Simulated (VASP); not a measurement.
Write the native input for VASP 6.6.1 that does the following.

| Quantity | Value |
| --- | --- |
| Task | single point |
| Functional | PBE |
| Potentials or basis | VASP PAW PBE potentials, release 64 (Ti_sv) |
| Cutoff | 500 eV |
| k mesh | 4 × 4 × 4 |
| Occupations | gaussian, width 0.1 eV |
| Spin | no spin polarisation |
| Dipole correction | no |
| Further INCAR settings | ALGO = Normal; EDIFF = 1e-06; NBANDS = 19 |

The structure of Ti lies in POSCAR:

```
Ti
1.0
    0.0000000000      3.4984125529      3.4984125529
    3.4984125529      0.0000000000      3.4984125529
    3.4984125529      3.4984125529      0.0000000000
Ti
2
Direct
    0.2500000000      0.2500000000      0.2500000000
    0.0000000000      0.0000000000      0.0000000000
```

This isn't the form of Ti at room conditions, which is hcp.

One way to write it, as run:

INCAR

```
ALGO = Normal
EDIFF = 1E-6
ENCUT = 500
GGA = PE
GGA_COMPAT = F
ISIF = 2
ISMEAR = 0
LASPH = T
LCHARG = F
LREAL = F
LWAVE = F
NBANDS = 19
NELM = 120
PREC = Accurate
SIGMA = 0.1
```

KPOINTS

```
k-points
0
Gamma
  4 4 4
```

Potentials or basis: VASP PAW PBE potentials, release 64 (Ti_sv).

The run is started by

```sh
$ cat potpaw_PBE.64/Ti_sv/POTCAR > POTCAR
$ mpirun -np 1 vasp_std > vasp.out
```

Results of the run:

```yaml
Pressure: -7.2 GPa
Band_gap_on_the_k_mesh: zero (bands 12 and 13 overlap by 0.01 eV)
```

Caveat: the k points lie up to 0.39 Å⁻¹ apart.

Wall time 9.5 s on 1 thread of AMD EPYC 9R45 96-Core Processor (Zen 5), with other jobs on the host, peak memory 0.16 GiB.
